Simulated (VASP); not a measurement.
# TaCuN2 (R-3m) in VASP: single point with LDA

Aim: the single point of TaCuN2 with LDA.

All numbers are computed with VASP 6.6.1; they aren't measurements. Logs are shortened: lines on timing, memory, paths and dates and some standing lists are left out, and cuts for length are marked.

### Step 1. The cell of the first run

It takes space group R-3m (No. 166, trigonal). Conventional cell: a = 3.101 Å, b = 3.101 Å, c = 17.180 Å, α = 90.00°, β = 90.00°, γ = 120.00°. Within 2.8 Å of Ta (site symmetry -3m) lie 6 N at 2.08 Å. Cu (site symmetry -3m) has 2 N at 1.81 Å within 2.4 Å. N (site symmetry 3m) has 1 Cu at 1.81 Å and 3 Ta at 2.08 Å within 2.4 Å.

### Step 2. Single point, LDA

File POSCAR:

```
TaCuN2
1.0
    1.5504467605      0.8951508545      5.7265317176
   -1.5504467605      0.8951508545      5.7265317176
    0.0000000000     -1.7903017091      5.7265317176
Ta Cu N
1 1 2
Direct
    0.5000000000      0.5000000000      0.5000000000
    0.0000000000      0.0000000000      0.0000000000
    0.1053117348      0.1053117348      0.1053117348
    0.8946882652      0.8946882652      0.8946882652
```

File INCAR.step1:

```
SYSTEM = TaCuN2
PREC = Accurate
ENCUT = 520
EDIFF = 1E-7
ISMEAR = 0
SIGMA = 0.05
LREAL = .FALSE.
LASPH = .TRUE.
NELM = 80
ALGO = Normal
ISIF = 2
LWAVE = .FALSE.
LCHARG = .TRUE.
LMAXMIX = 4
NBANDS = 24
```

File KPOINTS.step1:

```
Automatic mesh
0
G
  12 12 12
  0 0 0
```

File INCAR.step2:

```
SYSTEM = TaCuN2
PREC = Accurate
ENCUT = 520
EDIFF = 1E-7
ISMEAR = -5
SIGMA = 0.05
LREAL = .FALSE.
LASPH = .TRUE.
NELM = 80
ALGO = Normal
ISIF = 2
LWAVE = .FALSE.
LCHARG = .FALSE.
LMAXMIX = 4
LORBIT = 10
NEDOS = 1001
ICHARG = 11
```

File KPOINTS.step2:

```
Automatic mesh
0
G
  18 18 18
  0 0 0
```

Potentials or basis: VASP PAW LDA potentials, release 64 (Ta_pv, Cu, N).

Launch:

```console
cat potpaw_LDA.64/Ta_pv/POTCAR potpaw_LDA.64/Cu/POTCAR potpaw_LDA.64/N/POTCAR > POTCAR
cp INCAR.step1 INCAR
cp KPOINTS.step1 KPOINTS
mpirun -np 1 vasp_std > vasp.out
cp INCAR.step2 INCAR
cp KPOINTS.step2 KPOINTS
mpirun -np 1 vasp_std > vasp.out
```

OUTCAR:

```text
SYSTEM = TaCuN2
   PREC = Accurate
   ENCUT = 520
   EDIFF = 1E-7
   ISMEAR = -5
   LREAL = .FALSE.
   LASPH = .TRUE.
   NELM = 80
   ISIF = 2
   LORBIT = 10
   ICHARG = 11

 ion  position               nearest neighbor table
   1  0.500  0.500  0.500-   3 2.08   4 2.08   3 2.08   3 2.08   4 2.08   4 2.08
   2  0.000  0.000  0.000-   3 1.81   4 1.81
   3  0.105  0.105  0.105-   2 1.81   1 2.08   1 2.08   1 2.08
   4  0.895  0.895  0.895-   2 1.81   1 2.08   1 2.08   1 2.08

  LATTYP: Found a trigonal (rhomboedric) cell.
 ALAT       =     5.9998621419
 COS(alpha) =     0.8664446874

  Lattice vectors:

 A1 = (   1.5504467605,   0.8951508545,   5.7265317176)
 A2 = (  -1.5504467605,   0.8951508545,   5.7265317176)
 A3 = (   0.0000000000,  -1.7903017091,   5.7265317176)

Analysis of symmetry for initial positions (statically):
=====================================================================
 Subroutine PRICEL returns:
 Original cell was already a primitive cell.

 Routine SETGRP: Setting up the symmetry group for a
 trigonal (rhombohedral) supercell.

 Subroutine GETGRP returns: Found 12 space group operations
 (whereof 12 operations were pure point group operations)
 out of a pool of 12 trial point group operations.

The static configuration has the point symmetry D_3d.

Analysis of symmetry for dynamics (positions and initial velocities):
=====================================================================
 Subroutine PRICEL returns:
 Original cell was already a primitive cell.

 Routine SETGRP: Setting up the symmetry group for a
 trigonal (rhombohedral) supercell.

 Subroutine GETGRP returns: Found 12 space group operations
 (whereof 12 operations were pure point group operations)
 out of a pool of 12 trial point group operations.

The dynamic configuration has the point symmetry D_3d.

 Subroutine INISYM returns: Found 12 space group operations
 (whereof 12 operations are pure point group operations),
 and found     1 'primitive' translations

----------------------------------------------------------------------------------------

                                     Primitive cell

  volume of cell :      47.6866

  direct lattice vectors                    reciprocal lattice vectors
     1.550446761  0.895150854  5.726531718     0.322487694  0.186188357  0.058208589
    -1.550446761  0.895150854  5.726531718    -0.322487694  0.186188357  0.058208589
     0.000000000 -1.790301709  5.726531718     0.000000000 -0.372376714  0.058208589

  length of vectors
     5.999862142  5.999862142  5.999862142     0.376898735  0.376898735  0.376898735

  position of ions in fractional coordinates (direct lattice)
     0.500000000  0.500000000  0.500000000
     0.000000000  0.000000000  0.000000000
     0.105311735  0.105311735  0.105311735
     0.894688265  0.894688265  0.894688265

  ion indices of the primitive-cell ions
   primitive index   ion index
                 1           1
                 2           2
                 3           3
                 4           4

----------------------------------------------------------------------------------------

 KPOINTS: Automatic mesh

Automatic generation of k-mesh.
 Grid dimensions read from file:
 generate k-points for:   18   18   18

 Generating k-lattice:

  Cartesian coordinates                     Fractional coordinates (reciprocal lattice)
     0.017915983  0.010343798  0.003233811     0.055555556 -0.000000000  0.000000000
    -0.017915983  0.010343798  0.003233811    -0.000000000  0.055555556  0.000000000
     0.000000000 -0.020687595  0.003233811     0.000000000  0.000000000  0.055555556

  Length of vectors
     0.020938819  0.020938819  0.020938819

  Shift w.r.t. Gamma in fractional coordinates (k-lattice)
     0.000000000  0.000000000  0.000000000

 TETIRR: Found   2916 inequivalent tetrahedra from    34992

 Subroutine IBZKPT returns following result:
 ===========================================

 Found    580 irreducible k-points:

 Following reciprocal coordinates:
            Coordinates               Weight
  0.000000  0.000000  0.000000      1.000000
  0.055556 -0.000000  0.000000      6.000000
  0.111111 -0.000000  0.000000      6.000000
  0.166667 -0.000000  0.000000      6.000000
  0.222222 -0.000000  0.000000      6.000000
  0.277778  0.000000 -0.000000      6.000000
[... 16 lines left out ...]
 -0.277778  0.055556  0.000000     12.000000
 -0.222222  0.055556  0.000000     12.000000
 [... further k-points ...]
   k-points           NKPTS =    580   k-points in BZ     NKDIM =    580   number of bands    NBANDS=     20
   number of dos      NEDOS =   1001   number of ions     NIONS =      4
   total plane-waves  NPLWV = 110592
   dimension x,y,z NGX =    48 NGY =   48 NGZ =   48
   dimension x,y,z NGXF=    96 NGYF=   96 NGZF=   96
   ions per type =               1   1   2
   NGX,Y,Z   is equivalent  to a cutoff of  13.30, 13.30, 13.30 a.u.
   NGXF,Y,Z  is equivalent  to a cutoff of  26.60, 26.60, 26.60 a.u.
 SYSTEM =  TaCuN2
   PREC   = accura    normal or accurate (medium, high low for compatibility)
   ISTART =      0    job   : 0-new  1-cont  2-samecut
   ICHARG =     11    charge: 1-file 2-atom 10-const
   ISPIN  =      1    spin polarized calculation?
   LNONCOLLINEAR =      F non collinear calculations
   LSORBIT =      F    spin-orbit coupling
   LASPH  =      T    aspherical Exc in radial PAW
   ENCUT  =  520.0 eV  38.22 Ry    6.18 a.u.  11.16 11.16 11.16*2*pi/ulx,y,z
   NELM   =     80;   NELMIN=  2; NELMDL=  0     # of ELM steps
   EDIFF  = 0.1E-06   stopping-criterion for ELM
   LREAL  =      F    real-space projection
   EDIFFG = 0.1E-05   stopping-criterion for IOM
   NSW    =      0    number of steps for IOM
   IBRION =     -1    ionic relax: 0-MD 1-quasi-New 2-CG
   NFREE  =      0    steps in history (QN), initial steepest desc. (CG)
   ISIF   =      2    stress and relaxation
   ISYM   =      2    0-nonsym 1-usesym 2-fastsym
   POTIM  = 0.5000    time-step for ionic-motion
   TEBEG  =    0.0;   TEEND  =   0.0 temperature during run
   PSTRESS=    0.0 pullay stress
   NELECT =      32.0000    total number of electrons
   NUPDOWN=      -1.0000    fix difference up-down
   EMIN   =  10.00;   EMAX   =-10.00  energy-range for DOS
   EFERMI =   0.00;   METHOD = LEGACY
   ISMEAR =    -5;   SIGMA  =   0.05  broadening in eV -4-tet -1-fermi 0-gaus
   EFERMI_NEDOS =   21; number of points for ismear=-14 and -15
   IALGO  =     38    algorithm
   IMIX   =      4    mixing-type and parameters
     AMIX     =   0.40;   BMIX     =  1.00
     AMIX_MAG =   1.60;   BMIX_MAG =  1.00
  volume/ion in A,a.u.               =      11.92        80.45
  Fermi-wavevector in a.u.,A,eV,Ry     =   1.433264  2.708476 27.949704  2.054245
  Thomas-Fermi vector in A             =   2.552801
   LORBIT       =     10    0 simple, 1 ext, 2 COOP (PROOUT), +10 PAW based schemes
   GGA     = CA    functional components
   LHFCALC =     F    Hartree Fock is set to
   AEXX    =    0.0000 exact exchange contribution
   IVDW    =     0    specifies the selected vdW correction
   LEPSILON=     F    determine dielectric tensor
   LRPA    =     F    only Hartree local field effects (RPA)
 non-spin polarized calculation
 Fermi weights with tetrahedron method with Bloechl corrections
  energy-cutoff  :      520.00
  volume of cell :       47.69
 maximum number of plane-waves:      1302
 NGX is ok and might be reduce to    48

 number of electron      31.9999996 magnetization

 Free energy of the ion-electron system (eV)
  ---------------------------------------------------
  ext. energy  EPLUGINS =         0.00000000
  ---------------------------------------------------
  free energy    TOTEN  =       -38.21796933 eV

  energy without entropy =      -38.21796933  energy(sigma->0) =      -38.21796933

 E-fermi :   5.3727     XC(G=0): -12.1043

 val. band max:        5.3617972495   @ k =   0.5000   0.5000   0.5000
 cond. band min:       5.6789089409   @ k =   0.5000  -0.0000   0.0000
 fundamental gap:      0.3171116914
 Fermi energy:         5.3727210781

 k-point     1 :       0.0000    0.0000    0.0000
  band No.  band energies     occupation
      1     -29.8733      2.00000
      2     -29.5260      2.00000
      3     -29.5260      2.00000
      4     -11.0178      2.00000
      5      -8.0653      2.00000
      6      -2.6818      2.00000
[... 12 lines left out ...]
     19       6.8670      0.00000
     20       9.9428      0.00000

 k-point     2 :       0.0556   -0.0000    0.0000
  band No.  band energies     occupation
      1     -29.8692      2.00000
      2     -29.5492      2.00000
      3     -29.5309      2.00000
      4     -10.9526      2.00000
      5      -8.1026      2.00000
      6      -2.6208      2.00000
[... 12 lines left out ...]
     19       6.9008      0.00000
     20      10.0026      0.00000

 k-point     3 :       0.1111   -0.0000    0.0000
  band No.  band energies     occupation
      1     -29.8576      2.00000
      2     -29.6151      2.00000
      3     -29.5449      2.00000
      4     -10.7642      2.00000
      5      -8.2083      2.00000
      6      -2.4422      2.00000
[... 12 lines left out ...]
     19       7.1474      0.00000
     20      10.1477      0.00000

 k-point     4 :       0.1667   -0.0000    0.0000
  band No.  band energies     occupation
      1     -29.8400      2.00000
      2     -29.7144      2.00000
      3     -29.5662      2.00000
      4     -10.4734      2.00000
      5      -8.3644      2.00000
      6      -2.1600      2.00000
[... 429 lines left out ...]
 k-point    23 :      -0.2778    0.0556    0.0000
  band No.  band energies     occupation
      1     -30.0190      2.00000
      2     -29.7802      2.00000
      3     -29.6435      2.00000
      4      -9.5872      2.00000
      5      -8.7104      2.00000
      6      -1.3834      2.00000
[... 12 lines left out ...]
     19       8.6472      0.00000
     20       9.8534      0.00000

 k-point    24 :      -0.2222    0.0556    0.0000
  band No.  band energies     occupation
      1     -29.9023      2.00000
      2     -29.8029      2.00000
      3     -29.6147      2.00000
      4      -9.9070      2.00000
      5      -8.6168      2.00000
      6      -1.6449      2.00000
[... 12 lines left out ...]
     19       8.3078      0.00000
     20      10.1601      0.00000

 [... further k-points ...]

------------------------ aborting loop because EDIFF is reached ----------------------------------------

  FORCE on cell =-STRESS in cart. coord.  units (eV):
  Direction    XX          YY          ZZ          XY          YZ          ZX
  --------------------------------------------------------------------------------------
  -------------------------------------------------------------------------------------
  Total        0.3346223      0.3346223      0.5292129      0.0000000     -0.0000000      0.0000000
  in kB       11.2426683     11.2426683     17.7805435      0.0000000     -0.0000000      0.0000000
  external PRESSURE =      13.4219600 kB  Pullay stress =       0.0000000 kB

 VOLUME and BASIS-vectors are now :
 -----------------------------------------------------------------------------
  energy-cutoff  :      520.00
  volume of cell :       47.69
      direct lattice vectors                 reciprocal lattice vectors
     1.550446761  0.895150854  5.726531718     0.322487694  0.186188357  0.058208589
    -1.550446761  0.895150854  5.726531718    -0.322487694  0.186188357  0.058208589
     0.000000000 -1.790301709  5.726531718     0.000000000 -0.372376714  0.058208589

 POSITION                                       TOTAL-FORCE (eV/Angst)
 -----------------------------------------------------------------------------------
      0.00000     -0.00000      8.58980         0.000000      0.000000     -0.000000
      0.00000      0.00000      0.00000         0.000000     -0.000000     -0.000000
      0.00000     -0.00000      1.80921         0.000000      0.000000     -0.024715
      0.00000     -0.00000     15.37038         0.000000     -0.000000      0.024715
 -----------------------------------------------------------------------------------
    total drift:                                0.000000      0.000000     -0.000000

  FREE ENERGIE OF THE ION-ELECTRON SYSTEM (eV)
  ---------------------------------------------------
  free  energy   TOTEN  =       -38.2179693309 eV

  energy  without entropy=      -38.2179693309  energy(sigma->0) =      -38.21796933

 total charge

# of ion       s       p       d       tot
------------------------------------------
    1        0.346   6.344   2.253   8.943
    2        0.473   0.399   9.222  10.094
    3        1.239   2.526   0.000   3.765
    4        1.239   2.526   0.000   3.765
--------------------------------------------------
tot          3.296  11.796  11.475  26.567
```

It took 52 min on 1 thread of Oxide Virtual Turin-like, shared host; peak memory 0.73 GiB.

Results:

```yaml
Valence_electrons_inside_the_program's_atomic_spheres: Ta 8.94; Cu 10.09; N 3.77
```

Caveat: spin-orbit coupling is left out, which moves the levels of the heavy elements.
